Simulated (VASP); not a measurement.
# InSb (I-4m2) in VASP: further runs

InSb is run at these levels: PBE; tasks: single point.

Everything below comes from runs of VASP 6.6.1. Logs are shortened: lines on timing, memory, paths and dates and some standing lists are left out, and cuts for length are marked.

## (1) The cell of the first run

Symmetry: I-4m2, No. 119, tetragonal system. Conventional cell: a = 4.581 Å, b = 4.581 Å, c = 7.126 Å, α = 90.00°, β = 90.00°, γ = 90.00°. In (site symmetry -4m2) has 4 Sb at 2.90 Å within 3.8 Å. Within 3.8 Å of Sb (site symmetry -4m2) lie 4 In at 2.90 Å.

## (2) Single point, PBE (strain +0.1000 x Voigt [1, 0, 0, 0, 0, 0])

The input, INCAR:

```
SYSTEM = InSb
PREC     = Accurate       ! precision mode
ENCUT    = 520            ! plane-wave cutoff, eV
EDIFF    = 1E-7           ! SCF threshold, eV
ISMEAR   = 0              ! smearing method
SIGMA    = 0.15           ! smearing width, eV
LREAL    = .FALSE.        ! projectors in reciprocal space
LASPH    = .TRUE.         ! aspherical terms in the spheres
NELM     = 60             ! most SCF steps
ALGO     = Normal         ! electronic algorithm
ISIF     = 2              ! what is computed and relaxed
LWAVE    = .FALSE.        ! write WAVECAR
LCHARG   = .FALSE.        ! write CHGCAR
GGA      = PE             ! functional
NBANDS   = 16             ! bands
```

The input, KPOINTS:

```
regular mesh
0
G
  12 12 12
  0 0 0
```

The input, POSCAR:

```
InSb
1.0
    0.0000000000      3.2391000000      3.2391000000
    3.5630100000      0.0000000000      3.2391000000
    3.5630100000      3.2391000000      0.0000000000
In Sb
1 1
Direct
    0.0000000000      0.0000000000      0.0000000000
    0.7500000000      0.7500000000      0.7500000000
```

Potentials or basis: VASP PAW PBE potentials, release 64 (In_d, Sb).

On the command line:

```sh
$ cat potpaw_PBE.64/In_d/POTCAR potpaw_PBE.64/Sb/POTCAR > POTCAR
$ mpirun -np 1 vasp_std > vasp.out
```

OUTCAR:

```text
SYSTEM = InSb
   PREC = Accurate
   ENCUT = 520
   EDIFF = 1E-7
   ISMEAR = 0
   LREAL = .FALSE.
   LASPH = .TRUE.
   NELM = 60
   ISIF = 2
   GGA = PE

 ion  position               nearest neighbor table
   1  0.000  0.000  0.000-   2 2.90   2 2.90   2 2.90   2 2.90
   2  0.750  0.750  0.750-   1 2.90   1 2.90   1 2.90   1 2.90

  LATTYP: Found a body centered tetragonal cell.
 ALAT       =     4.5807791499
 C/A-ratio  =     1.5556349186

  Lattice vectors:

 A1 = (   3.5630100000,   0.0000000000,   3.2391000000)
 A2 = (   3.5630100000,   0.0000000000,  -3.2391000000)
 A3 = (  -3.5630100000,   3.2391000000,   0.0000000000)

Analysis of symmetry for initial positions (statically):
=====================================================================
 Subroutine PRICEL returns:
 Original cell was already a primitive cell.

 Routine SETGRP: Setting up the symmetry group for a
 body centered tetragonal supercell.

 Subroutine GETGRP returns: Found  8 space group operations
 (whereof  8 operations were pure point group operations)
 out of a pool of 16 trial point group operations.

The static configuration has the point symmetry D_2d.

Analysis of symmetry for dynamics (positions and initial velocities):
=====================================================================
 Subroutine PRICEL returns:
 Original cell was already a primitive cell.

 Routine SETGRP: Setting up the symmetry group for a
 body centered tetragonal supercell.

 Subroutine GETGRP returns: Found  8 space group operations
 (whereof  8 operations were pure point group operations)
 out of a pool of 16 trial point group operations.

The dynamic configuration has the point symmetry D_2d.

 Subroutine INISYM returns: Found  8 space group operations
 (whereof  8 operations are pure point group operations),
 and found     1 'primitive' translations

----------------------------------------------------------------------------------------

                                     Primitive cell

  volume of cell :      74.7646

  direct lattice vectors                    reciprocal lattice vectors
     0.000000000  3.239100000  3.239100000    -0.140330788  0.154363867  0.154363867
     3.563010000  0.000000000  3.239100000     0.140330788 -0.154363867  0.154363867
     3.563010000  3.239100000  0.000000000     0.140330788  0.154363867 -0.154363867

  length of vectors
     4.580779150  4.815268328  4.815268328     0.259517122  0.259517122  0.259517122

  position of ions in fractional coordinates (direct lattice)
     0.000000000  0.000000000  0.000000000
     0.750000000  0.750000000  0.750000000

  ion indices of the primitive-cell ions
   primitive index   ion index
                 1           1
                 2           2

----------------------------------------------------------------------------------------

 KPOINTS: regular mesh

Automatic generation of k-mesh.
 Grid dimensions read from file:
 generate k-points for:   12   12   12

 Generating k-lattice:

  Cartesian coordinates                     Fractional coordinates (reciprocal lattice)
    -0.011694232  0.012863656  0.012863656     0.083333333  0.000000000  0.000000000
     0.011694232 -0.012863656  0.012863656     0.000000000  0.083333333  0.000000000
     0.011694232  0.012863656 -0.012863656     0.000000000  0.000000000  0.083333333

  Length of vectors
     0.021626427  0.021626427  0.021626427

  Shift w.r.t. Gamma in fractional coordinates (k-lattice)
     0.000000000  0.000000000  0.000000000

 Subroutine IBZKPT returns following result:
 ===========================================

 Found    163 irreducible k-points:

 Following reciprocal coordinates:
            Coordinates               Weight
  0.000000  0.000000  0.000000      1.000000
  0.083333  0.000000  0.000000      8.000000
  0.166667 -0.000000 -0.000000      8.000000
  0.250000  0.000000  0.000000      8.000000
  0.333333  0.000000  0.000000      8.000000
  0.416667  0.000000  0.000000      8.000000
[... 16 lines left out ...]
  0.500000  0.166667  0.000000     16.000000
 -0.416667  0.166667  0.000000     16.000000
 [... further k-points ...]
   k-points           NKPTS =    163   k-points in BZ     NKDIM =    163   number of bands    NBANDS=     16
   number of dos      NEDOS =    301   number of ions     NIONS =      2
   total plane-waves  NPLWV =  46656
   dimension x,y,z NGX =    36 NGY =   36 NGZ =   36
   dimension x,y,z NGXF=    72 NGYF=   72 NGZF=   72
   ions per type =               1   1
   NGX,Y,Z   is equivalent  to a cutoff of  13.07, 12.43, 12.43 a.u.
   NGXF,Y,Z  is equivalent  to a cutoff of  26.13, 24.86, 24.86 a.u.
 SYSTEM =  InSb
   PREC   = accura    normal or accurate (medium, high low for compatibility)
   ISTART =      0    job   : 0-new  1-cont  2-samecut
   ICHARG =      2    charge: 1-file 2-atom 10-const
   ISPIN  =      1    spin polarized calculation?
   LNONCOLLINEAR =      F non collinear calculations
   LSORBIT =      F    spin-orbit coupling
   LASPH  =      T    aspherical Exc in radial PAW
   ENCUT  =  520.0 eV  38.22 Ry    6.18 a.u.   8.52  8.95  8.95*2*pi/ulx,y,z
   NELM   =     60;   NELMIN=  2; NELMDL= -5     # of ELM steps
   EDIFF  = 0.1E-06   stopping-criterion for ELM
   LREAL  =      F    real-space projection
   EDIFFG = 0.1E-05   stopping-criterion for IOM
   NSW    =      0    number of steps for IOM
   IBRION =     -1    ionic relax: 0-MD 1-quasi-New 2-CG
   NFREE  =      0    steps in history (QN), initial steepest desc. (CG)
   ISIF   =      2    stress and relaxation
   ISYM   =      2    0-nonsym 1-usesym 2-fastsym
   POTIM  = 0.5000    time-step for ionic-motion
   TEBEG  =    0.0;   TEEND  =   0.0 temperature during run
   PSTRESS=    0.0 pullay stress
   NELECT =      18.0000    total number of electrons
   NUPDOWN=      -1.0000    fix difference up-down
   EMIN   =  10.00;   EMAX   =-10.00  energy-range for DOS
   EFERMI =   0.00;   METHOD = LEGACY
   ISMEAR =     0;   SIGMA  =   0.15  broadening in eV -4-tet -1-fermi 0-gaus
   EFERMI_NEDOS =   21; number of points for ismear=-14 and -15
   IALGO  =     38    algorithm
   IMIX   =      4    mixing-type and parameters
     AMIX     =   0.40;   BMIX     =  1.00
     AMIX_MAG =   1.60;   BMIX_MAG =  1.00
  volume/ion in A,a.u.               =      37.38       252.27
  Fermi-wavevector in a.u.,A,eV,Ry     =   1.018436  1.924565 14.112125  1.037212
  Thomas-Fermi vector in A             =   2.151893
   LORBIT       =      0    0 simple, 1 ext, 2 COOP (PROOUT), +10 PAW based schemes
   GGA     = PE    functional components
   LHFCALC =     F    Hartree Fock is set to
   AEXX    =    0.0000 exact exchange contribution
   IVDW    =     0    specifies the selected vdW correction
   LEPSILON=     F    determine dielectric tensor
   LRPA    =     F    only Hartree local field effects (RPA)
 non-spin polarized calculation
 Gauss-broadening in eV      SIGMA  =   0.15
  energy-cutoff  :      520.00
  volume of cell :       74.76
 maximum number of plane-waves:      2062
 NGX is ok and might be reduce to    36
   NGX = 17   NGY = 17   NGZ = 17

 number of electron      18.0000004 magnetization

 Free energy of the ion-electron system (eV)
  ---------------------------------------------------
  ext. energy  EPLUGINS =         0.00000000
  ---------------------------------------------------
  free energy    TOTEN  =        -6.90757716 eV

  energy without entropy =       -6.90675554  energy(sigma->0) =       -6.90716635

 E-fermi :   4.3592     XC(G=0):  -8.2951

 val. band max:        4.3151457247   @ k =   0.0000   0.0000   0.0000
 cond. band min:       4.4530372837   @ k =   0.5000   0.0000   0.0000
 fundamental gap:      0.1378915590
 Fermi energy:         4.3592188485

 k-point     1 :       0.0000    0.0000    0.0000
  band No.  band energies     occupation
      1     -10.2922      2.00000
      2     -10.2709      2.00000
      3     -10.2709      2.00000
      4     -10.2269      2.00000
      5     -10.2105      2.00000
      6      -5.9846      2.00000
[... 8 lines left out ...]
     15      11.4652      0.00000
     16      12.0429      0.00000

 k-point     2 :       0.0833    0.0000    0.0000
  band No.  band energies     occupation
      1     -10.2918      2.00000
      2     -10.2723      2.00000
      3     -10.2699      2.00000
      4     -10.2271      2.00000
      5     -10.2103      2.00000
      6      -5.9298      2.00000
[... 8 lines left out ...]
     15      11.1618      0.00000
     16      12.3489      0.00000

 k-point     3 :       0.1667   -0.0000   -0.0000
  band No.  band energies     occupation
      1     -10.2920      2.00000
      2     -10.2749      2.00000
      3     -10.2675      2.00000
      4     -10.2277      2.00000
      5     -10.2097      2.00000
      6      -5.7702      2.00000
[... 8 lines left out ...]
     15      11.1540      0.00000
     16      11.8075      0.00000

 k-point     4 :       0.2500    0.0000    0.0000
  band No.  band energies     occupation
      1     -10.2957      2.00000
      2     -10.2754      2.00000
      3     -10.2644      2.00000
      4     -10.2282      2.00000
      5     -10.2085      2.00000
      6      -5.5229      2.00000
[... 8 lines left out ...]
     15      11.4885      0.00000
     16      11.5903      0.00000

 k-point     5 :       0.3333    0.0000    0.0000
  band No.  band energies     occupation
      1     -10.3017      2.00000
      2     -10.2737      2.00000
      3     -10.2616      2.00000
      4     -10.2284      2.00000
      5     -10.2071      2.00000
      6      -5.2267      2.00000
[... 8 lines left out ...]
     15      11.7860      0.00000
     16      11.9654      0.00000

 k-point     6 :       0.4167    0.0000    0.0000
  band No.  band energies     occupation
      1     -10.3068      2.00000
      2     -10.2720      2.00000
      3     -10.2598      2.00000
      4     -10.2282      2.00000
      5     -10.2057      2.00000
      6      -4.9603      2.00000
[... 8 lines left out ...]
     15      12.3506      0.00000
     16      12.8162      0.00000

 k-point     7 :       0.5000    0.0000    0.0000
  band No.  band energies     occupation
      1     -10.3087      2.00000
      2     -10.2714      2.00000
      3     -10.2593      2.00000
      4     -10.2281      2.00000
      5     -10.2052      2.00000
      6      -4.8467      2.00000
[... 8 lines left out ...]
     15      12.8582      0.00000
     16      12.9404      0.00000

 k-point     8 :       0.0833    0.0833    0.0000
  band No.  band energies     occupation
      1     -10.2896      2.00000
      2     -10.2752      2.00000
      3     -10.2694      2.00000
      4     -10.2276      2.00000
      5     -10.2100      2.00000
      6      -5.9078      2.00000
[... 8 lines left out ...]
     15      11.4787      0.00000
     16      11.9169      0.00000

 k-point     9 :       0.1667    0.0833    0.0000
  band No.  band energies     occupation
      1     -10.2879      2.00000
      2     -10.2791      2.00000
      3     -10.2675      2.00000
      4     -10.2284      2.00000
      5     -10.2094      2.00000
      6      -5.7794      2.00000
[... 8 lines left out ...]
     15      11.2097      0.00000
     16      11.6201      0.00000
[... 172 lines left out ...]
 k-point    19 :       0.1667    0.1667    0.0000
  band No.  band energies     occupation
      1     -10.2865      2.00000
      2     -10.2824      2.00000
      3     -10.2655      2.00000
      4     -10.2297      2.00000
      5     -10.2087      2.00000
      6      -5.6831      2.00000
[... 8 lines left out ...]
     15      11.4221      0.00000
     16      12.0341      0.00000

 k-point    20 :       0.2500    0.1667   -0.0000
  band No.  band energies     occupation
      1     -10.2945      2.00000
      2     -10.2772      2.00000
      3     -10.2628      2.00000
      4     -10.2310      2.00000
      5     -10.2076      2.00000
      6      -5.4908      2.00000
[... 8 lines left out ...]
     15      11.8820      0.00000
     16      12.3608      0.00000

 k-point    21 :       0.3333    0.1667    0.0000
  band No.  band energies     occupation
      1     -10.3023      2.00000
      2     -10.2723      2.00000
      3     -10.2604      2.00000
      4     -10.2319      2.00000
      5     -10.2064      2.00000
      6      -5.2270      2.00000
[... 8 lines left out ...]
     15      12.1884      0.00000
     16      12.8096      0.00000

 k-point    22 :       0.4167    0.1667    0.0000
  band No.  band energies     occupation
      1     -10.3085      2.00000
      2     -10.2687      2.00000
      3     -10.2588      2.00000
      4     -10.2318      2.00000
      5     -10.2055      2.00000
      6      -4.9432      2.00000
[... 8 lines left out ...]
     15      12.4472      0.00000
     16      13.3607      0.00000

 k-point    23 :       0.5000    0.1667    0.0000
  band No.  band energies     occupation
      1     -10.3118      2.00000
      2     -10.2667      2.00000
      3     -10.2581      2.00000
      4     -10.2311      2.00000
      5     -10.2052      2.00000
      6      -4.7344      2.00000
[... 8 lines left out ...]
     15      12.7928      0.00000
     16      13.2022      0.00000

 k-point    24 :      -0.4167    0.1667    0.0000
  band No.  band energies     occupation
      1     -10.3120      2.00000
      2     -10.2664      2.00000
      3     -10.2583      2.00000
      4     -10.2302      2.00000
      5     -10.2058      2.00000
      6      -4.7143      2.00000
[... 8 lines left out ...]
     15      12.4464      0.00000
     16      12.7788      0.00000

 [... further k-points ...]
[... 5 lines left out ...]
  --------------------------------------------------------------------------------------
  -------------------------------------------------------------------------------------
  Total       -1.3174778      0.0335990      0.0335990      0.0000000      0.0000000     -0.0000000
  in kB      -28.2330722      0.7200153      0.7200153      0.0000000      0.0000000     -0.0000000
  external PRESSURE =      -8.9310139 kB  Pullay stress =       0.0000000 kB

 VOLUME and BASIS-vectors are now :
 -----------------------------------------------------------------------------
  energy-cutoff  :      520.00
  volume of cell :       74.76
      direct lattice vectors                 reciprocal lattice vectors
     0.000000000  3.239100000  3.239100000    -0.140330788  0.154363867  0.154363867
     3.563010000  0.000000000  3.239100000     0.140330788 -0.154363867  0.154363867
     3.563010000  3.239100000  0.000000000     0.140330788  0.154363867 -0.154363867

 POSITION                                       TOTAL-FORCE (eV/Angst)
 -----------------------------------------------------------------------------------
      0.00000      0.00000      0.00000        -0.000000     -0.000000     -0.000000
      5.34451      4.85865      4.85865         0.000000      0.000000      0.000000
 -----------------------------------------------------------------------------------
    total drift:                                0.000000      0.000000      0.000000

  FREE ENERGIE OF THE ION-ELECTRON SYSTEM (eV)
  ---------------------------------------------------
  free  energy   TOTEN  =        -6.9075771643 eV

  energy  without entropy=       -6.9067555449  energy(sigma->0) =       -6.90716635
```

It took 72 s on 1 thread of Intel Xeon 6975P-C (Granite Rapids), shared host; peak memory 0.35 GiB.

Results:

```
Free energy            : -6.9076 eV
Pressure               : -0.9 GPa
Band gap on the k mesh : zero (filled and empty bands touch)
```

Caveat: the cell differs from its parent crystal (strain +0.1000 x Voigt [1, 0, 0, 0, 0, 0]); semilocal functionals underestimate gaps, so a narrow gap can read as zero; spin-orbit coupling is left out, which moves the levels of the heavy elements.

## (3) Single point, PBE (strain -0.1000 x Voigt [1, 0, 0, 0, 0, 0])

The input, INCAR:

```
  ALGO = Normal
  EDIFF = 1E-6
  ENCUT = 520
  GGA = PE
  ISIF = 2
  ISMEAR = 0
  LASPH = T
  LCHARG = T
  LELF = T
  LREAL = F
  LVHAR = T
  LWAVE = F
  NBANDS = 16
  NELM = 100
  PREC = Accurate
  SIGMA = 0.15
```

The input, KPOINTS:

```
k-points
0
Gamma
  12 12 12
```

The input, POSCAR:

```
InSb
1.0
    0.0000000000      3.2391000000      3.2391000000
    2.9151900000      0.0000000000      3.2391000000
    2.9151900000      3.2391000000      0.0000000000
In Sb
1 1
Direct
    0.0000000000      0.0000000000      0.0000000000
    0.7500000000      0.7500000000      0.7500000000
```

Potentials or basis: VASP PAW PBE potentials, release 64 (In_d, Sb).

On the command line:

```sh
$ cat potpaw_PBE.64/In_d/POTCAR potpaw_PBE.64/Sb/POTCAR > POTCAR
$ mpirun -np 1 vasp_std > vasp.out
```

It took 48 s on 1 thread of Intel Xeon 6975P-C (Granite Rapids), shared host; peak memory 0.31 GiB.

The run converged. Its results:

```
Free energy            : -6.6171 eV
Pressure               : 9.7 GPa
Band gap on the k mesh : 0.07 eV
```

Stress tensor (GPa, compression positive):
```
10.73  0.00  0.00
 0.00  9.12  0.00
 0.00  0.00  9.12
```

Levels at points of the mesh, in eV from the valence-band top:
| k point | band 7 | band 8 | band 9 | band 10 | band 11 | band 12 |
| --- | --- | --- | --- | --- | --- | --- |
| (0.00, 0.00, 0.00) | -0.48 | -0.48 | 0.00 | 0.07 | 2.54 | 2.76 |
| (0.50, 0.00, 0.00) | -6.46 | -1.83 | -1.14 | 0.28 | 3.20 | 3.98 |
| (0.50, 0.50, 0.00) | -6.87 | -2.75 | -2.67 | 1.05 | 1.23 | 7.83 |
| (0.00, 0.50, 0.50) | -6.33 | -3.32 | -3.32 | 0.39 | 0.47 | 8.47 |

Caveat: the cell differs from its parent crystal (strain -0.1000 x Voigt [1, 0, 0, 0, 0, 0]); the cell stands under pressure; spin-orbit coupling is left out, which moves the levels of the heavy elements. A k mesh can miss the band edges.
